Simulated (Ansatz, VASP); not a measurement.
Two plane-wave programs on KBr

Contents of INCAR:

```
PREC     = Accurate       # precision mode
ENCUT    = 520            # plane-wave cutoff, eV
EDIFF    = 1E-7           # SCF threshold, eV
ISMEAR   = -1             # smearing method
SIGMA    = 0.02           # smearing width, eV
LREAL    = F              # projectors in reciprocal space
LASPH    = T              # aspherical terms in the spheres
NELM     = 60             # most SCF steps
ALGO     = Normal         # electronic algorithm
ISIF     = 2              # what is computed and relaxed
LWAVE    = F              # write WAVECAR
LCHARG   = F              # write CHGCAR
GGA      = PE             # functional
NBANDS   = 15             # bands
```

Contents of KPOINTS:

```
Automatic mesh
0
Gamma
  6 6 6
```

POSCAR

```
KBr
1.0
    0.0495337175      3.3022478341      3.3022478341
    3.3022478341      0.0495337175      3.3022478341
    3.3517815516      3.3517815516      0.0000000000
K Br
1 1
Direct
    0.0000000000      0.0000000000      0.0000000000
    0.5000000000      0.5000000000      0.5000000000
```

Input for Ansatz:

```yaml
crystal:
  lattice:
    - [0.0495337175, 3.3022478341, 3.3022478341]
    - [3.3022478341, 0.0495337175, 3.3022478341]
    - [3.3517815516, 3.3517815516, 0.0]
  atoms:
    - { symbol: K, position: [0.0, 0.0, 0.0] }
    - { symbol: Br, position: [0.5, 0.5, 0.5] }
kpoints:
  mp_grid: { grid: [6, 6, 6] }
  band_path:
    path:
      - [0.0, 0.0, 0.0]
      - [0.5, 0.0, 0.5]
      - [0.625, 0.25, 0.625]
      - [0.375, 0.375, 0.75]
      - [0.5, 0.5, 0.5]
      - [0.5, 0.25, 0.75]
    npoints: 1
hamiltonian:
  xc: pbe
scf:
  occupations: { method: fermi_dirac, width: 0.02 }
  n_extra_bands: 4
output:
  forces: true
  stress: true
  eigenvalues: true
```

Change from the starting cell: shear_xy strain +3.0%.

Alike in both runs: task single point; functional PBE; k mesh 6 × 6 × 6; occupations fermi-dirac, width 0.02 eV; no spin polarisation.

```csv
,VASP,Ansatz
version,VASP 6.6.1,Ansatz 0.2.0
potentials or method,"VASP PAW PBE potentials, release 64 (K_sv, Br)","plane waves, PAW"
plane-wave cutoff (eV),520,420
valence electrons in the cell,16,16
```

|  | VASP | Ansatz | Ansatz less VASP |
| --- | --- | --- | --- |
| gap on the k mesh at the Fermi level (eV) | 4.39 | 4.39 | +0.001 |
| pressure (GPa) | 0.7 | 0.7 | -0.04 |
| traceless stress, the component that is largest in VASP (GPa) | -0.15 | -0.15 | -0.002 |

With one functional, cell and mesh, what is left measures potentials, basis and numerics.
